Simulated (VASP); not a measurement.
# Hf4N2O (P4/mmm) in VASP: relaxation of cell and atoms with PBE

Aim: the relaxation of cell and atoms of Hf4N2O with PBE.

All numbers are computed with VASP 6.6.1; they aren't measurements. Logs are shortened: lines on timing, memory, paths and dates and some standing lists are left out, and cuts for length are marked.

## Step 1: The cell of the first run

Symmetry: P4/mmm, No. 123, tetragonal system. The conventional cell has a = 4.574 Å, b = 4.574 Å, c = 4.486 Å, α = 90.00°, β = 90.00°, γ = 90.00°. Hf (site symmetry 4/mmm) has 2 O at 2.24 Å and 4 N at 2.29 Å within 3.0 Å. Hf (site symmetry 4/mmm) has 4 N at 2.29 Å within 3.0 Å. Within 3.0 Å of Hf (site symmetry mmm) lie 2 N at 2.24 Å and 2 O at 2.29 Å. Within 3.0 Å of N (site symmetry mmm) lie 6 Hf at 2.24 to 2.29 Å. O (site symmetry 4/mmm) has 6 Hf at 2.24 to 2.29 Å within 3.0 Å.

## Step 2: Relaxation of cell and atoms, PBE (atoms taken out)

Input file INCAR:

```
ALGO     = Normal         # electronic algorithm
EDIFF    = 1E-6           # SCF threshold, eV
EDIFFG   = -0.01          # ionic threshold
ENCUT    = 600            # plane-wave cutoff, eV
GGA      = PE             # functional
IBRION   = 2              # ionic algorithm
ISIF     = 3              # what is computed and relaxed
ISMEAR   = 0              # smearing method
LASPH    = True           # aspherical terms in the spheres
LCHARG   = False          # write CHGCAR
LREAL    = False          # projectors in reciprocal space
LWAVE    = False          # write WAVECAR
NELM     = 100            # most SCF steps
NSW      = 100            # ionic steps
PREC     = Accurate       # precision mode
SIGMA    = 0.1            # smearing width, eV
```

Input file KPOINTS:

```
k-points
0
Gamma
  8 8 8
```

Input file POSCAR:

```
Hf4N2O
1.0
    4.5742813571      0.0000000000      0.0000000000
    0.0000000000      4.5742813571      0.0000000000
    0.0000000000      0.0000000000      4.4856128001
Hf N O
4 2 1
Direct
    0.0000000000      0.0000000000      0.0000000000
    0.5000000000      0.5000000000      0.0000000000
    0.0000000000      0.5000000000      0.5000000000
    0.5000000000      0.0000000000      0.5000000000
    0.0000000000      0.5000000000      0.0000000000
    0.5000000000      0.0000000000      0.0000000000
    0.0000000000      0.0000000000      0.5000000000
```

Potentials or basis: VASP PAW PBE potentials, release 64 (Hf_pv, N, O).

Started as:

```sh
cat potpaw_PBE.64/Hf_pv/POTCAR potpaw_PBE.64/N/POTCAR potpaw_PBE.64/O/POTCAR > POTCAR
mpirun -np 1 vasp_std > vasp.out
```

OUTCAR:

```text
EDIFF = 1E-6
   EDIFFG = -0.01
   ENCUT = 600
   GGA = PE
   IBRION = 2
   ISIF = 3
   ISMEAR = 0
   LASPH = True
   LREAL = False
   NELM = 100
   NSW = 100
   PREC = Accurate

 ion  position               nearest neighbor table
   1  0.000  0.000  0.000-   7 2.24   7 2.24   5 2.29   6 2.29   5 2.29   6 2.29   4 3.20   4 3.20
                             3 3.20   3 3.20   3 3.20   4 3.20   3 3.20   4 3.20   2 3.23   2 3.23
   2  0.500  0.500  0.000-   5 2.29   6 2.29   6 2.29   5 2.29   3 3.20   4 3.20   4 3.20   3 3.20
                             4 3.20   3 3.20   4 3.20   3 3.20   1 3.23   1 3.23   1 3.23   1 3.23
   3  0.000  0.500  0.500-   5 2.24   5 2.24   7 2.29   7 2.29   1 3.20   2 3.20   1 3.20   1 3.20
                             2 3.20   1 3.20   2 3.20   2 3.20   4 3.23   4 3.23   4 3.23   4 3.23
   4  0.500  0.000  0.500-   6 2.24   6 2.24   7 2.29   7 2.29   1 3.20   2 3.20   1 3.20   2 3.20
                             2 3.20   1 3.20   2 3.20   1 3.20   3 3.23   3 3.23   3 3.23   3 3.23
   5  0.000  0.500  0.000-   3 2.24   3 2.24   1 2.29   2 2.29   1 2.29   2 2.29
   6  0.500  0.000  0.000-   4 2.24   4 2.24   1 2.29   2 2.29   2 2.29   1 2.29
   7  0.000  0.000  0.500-   1 2.24   1 2.24   4 2.29   3 2.29   3 2.29   4 2.29

  LATTYP: Found a simple tetragonal cell.
 ALAT       =     4.5742813571
 C/A-ratio  =     0.9806158498

  Lattice vectors:

 A1 = (   4.5742813571,   0.0000000000,   0.0000000000)
 A2 = (   0.0000000000,   4.5742813571,   0.0000000000)
 A3 = (   0.0000000000,   0.0000000000,   4.4856128001)

Analysis of symmetry for initial positions (statically):
=====================================================================
 Subroutine PRICEL returns:
 Original cell was already a primitive cell.

 Routine SETGRP: Setting up the symmetry group for a
 simple tetragonal supercell.

 Subroutine GETGRP returns: Found 16 space group operations
 (whereof 16 operations were pure point group operations)
 out of a pool of 16 trial point group operations.

The static configuration has the point symmetry D_4h.

Analysis of symmetry for dynamics (positions and initial velocities):
=====================================================================
 Subroutine PRICEL returns:
 Original cell was already a primitive cell.

 Routine SETGRP: Setting up the symmetry group for a
 simple tetragonal supercell.

 Subroutine GETGRP returns: Found 16 space group operations
 (whereof 16 operations were pure point group operations)
 out of a pool of 16 trial point group operations.

The dynamic configuration has the point symmetry D_4h.

 Subroutine INISYM returns: Found 16 space group operations
 (whereof 16 operations are pure point group operations),
 and found     1 'primitive' translations

----------------------------------------------------------------------------------------
[... 114 lines left out ...]
   NELECT =      56.0000    total number of electrons
   NUPDOWN=      -1.0000    fix difference up-down
   EMIN   =  10.00;   EMAX   =-10.00  energy-range for DOS
   EFERMI =   0.00;   METHOD = LEGACY
   ISMEAR =     0;   SIGMA  =   0.10  broadening in eV -4-tet -1-fermi 0-gaus
   EFERMI_NEDOS =   21; number of points for ismear=-14 and -15
   IALGO  =     38    algorithm
   IMIX   =      4    mixing-type and parameters
     AMIX     =   0.40;   BMIX     =  1.00
     AMIX_MAG =   1.60;   BMIX_MAG =  1.00
  volume/ion in A,a.u.               =      13.41        90.48
  Fermi-wavevector in a.u.,A,eV,Ry     =   1.378209  2.604437 25.843713  1.899459
  Thomas-Fermi vector in A             =   2.503291
   LORBIT       =      0    0 simple, 1 ext, 2 COOP (PROOUT), +10 PAW based schemes
   GGA     = PE    functional components
   LHFCALC =     F    Hartree Fock is set to
   AEXX    =    0.0000 exact exchange contribution
   IVDW    =     0    specifies the selected vdW correction
   LEPSILON=     F    determine dielectric tensor
   LRPA    =     F    only Hartree local field effects (RPA)
 conjugate gradient relaxation of ions
 non-spin polarized calculation
 Gauss-broadening in eV      SIGMA  =   0.10
  energy-cutoff  :      600.00
  volume of cell :       93.86
 maximum number of plane-waves:      3156
 NGX is ok and might be reduce to    40
   NGX = 19   NGY = 19   NGZ = 17

--------------------------------------- Ionic step        1  -------------------------------------------

 number of electron      55.9999994 magnetization

 Free energy of the ion-electron system (eV)
  ---------------------------------------------------
  ext. energy  EPLUGINS =         0.00000000
  ---------------------------------------------------
  free energy    TOTEN  =       -72.78972149 eV

  energy without entropy =      -72.76926141  energy(sigma->0) =      -72.77949145

------------------------ aborting loop because EDIFF is reached ----------------------------------------

  FORCE on cell =-STRESS in cart. coord.  units (eV):
  Direction    XX          YY          ZZ          XY          YZ          ZX
  --------------------------------------------------------------------------------------
  -------------------------------------------------------------------------------------
  Total       -0.8604868     -0.8604868     -1.9036615      0.0000000     -0.0000000     -0.0000000
  in kB      -14.6888314    -14.6888314    -32.4962152      0.0000000     -0.0000000     -0.0000000
  external PRESSURE =     -20.6246260 kB  Pullay stress =       0.0000000 kB
[... 151 lines left out ...]
--------------------------------------- Ionic step        5  -------------------------------------------

 number of electron      55.9999996 magnetization

 Free energy of the ion-electron system (eV)
  ---------------------------------------------------
  ext. energy  EPLUGINS =         0.00000000
  ---------------------------------------------------
  free energy    TOTEN  =       -72.79820076 eV

  energy without entropy =      -72.78017066  energy(sigma->0) =      -72.78918571

 E-fermi :   7.1239     XC(G=0): -12.2911

 val. band max:        7.1205081746   @ k =   0.2500   0.0000   0.5000
 cond. band min:       7.1279881682   @ k =   0.5000   0.0000   0.2500
 fundamental gap:      0.0074799936
 Fermi energy:         7.1239367152

 k-point     1 :       0.0000    0.0000    0.0000
  band No.  band energies     occupation
      1     -24.8198      2.00000
      2     -24.6635      2.00000
      3     -24.6635      2.00000
      4     -23.9471      2.00000
      5     -23.9471      2.00000
      6     -23.8658      2.00000
[... 853 lines left out ...]
     32       8.9752      0.00000
     33       9.7734      0.00000

 [... further k-points ...]
[... 5 lines left out ...]
  --------------------------------------------------------------------------------------
  -------------------------------------------------------------------------------------
  Total       -0.0190098     -0.0190098      0.0579880      0.0000000     -0.0000000      0.0000000
  in kB       -0.3274052     -0.3274052      0.9987231      0.0000000     -0.0000000      0.0000000
  external PRESSURE =       0.1146376 kB  Pullay stress =       0.0000000 kB
[... 22 lines left out ...]
  FREE ENERGIE OF THE ION-ELECTRON SYSTEM (eV)
  ---------------------------------------------------
  free  energy   TOTEN  =       -72.7982007558 eV

  energy  without entropy=      -72.7801706597  energy(sigma->0) =      -72.78918571

 reached required accuracy - stopping structural energy minimisation
```

Wall time 8.3 min (1 thread of Intel Xeon 6975P-C (Granite Rapids), shared host); peak memory 0.42 GiB.

What came out:

```yaml
Free_energy: -72.7982 eV
Relaxed_volume: 13.29 Å³/atom
Relaxed_cell: a = 4.574 Å, b = 4.574 Å, c = 4.446 Å, α = 90.00°, β = 90.00°, γ = 90.00°
Space_group_after_relaxing_to_0.1_Å: P4/mmm (No. 123)
Energy_gained_by_relaxing: 1.2 meV/atom
Ionic_steps: 5
Pressure_after_relaxing: 0.0 GPa
Band_gap_on_the_k_mesh: zero (bands 28 and 29 overlap by 1.11 eV)
```

The path:
```
step  energy change (eV)  largest force (eV/Å)  pressure (GPa)  volume (Å³)
   1              0.0000                0.0000           -2.06        93.86
   2              0.0082                0.0000            3.62        91.53
   3             -0.0073                0.0000            0.20        92.90
   4             -0.0084                0.0000            0.06        92.98
   5             -0.0085                0.0000            0.01        93.03
```

Final structure:
```
Hf N O
1.0
     4.57438    0.00000    0.00000
     0.00000    4.57438    0.00000
     0.00000    0.00000    4.44568
Hf N O
4 2 1
Direct
  0.00000 0.00000 0.00000
  0.50000 0.50000 0.00000
  0.00000 0.50000 0.50000
  0.50000 0.00000 0.50000
  0.00000 0.50000 0.00000
  0.50000 0.00000 0.00000
  0.00000 0.00000 0.50000
```

Caveat: the cell differs from its parent crystal (atoms taken out); spin-orbit coupling is left out, which moves the levels of the heavy elements.
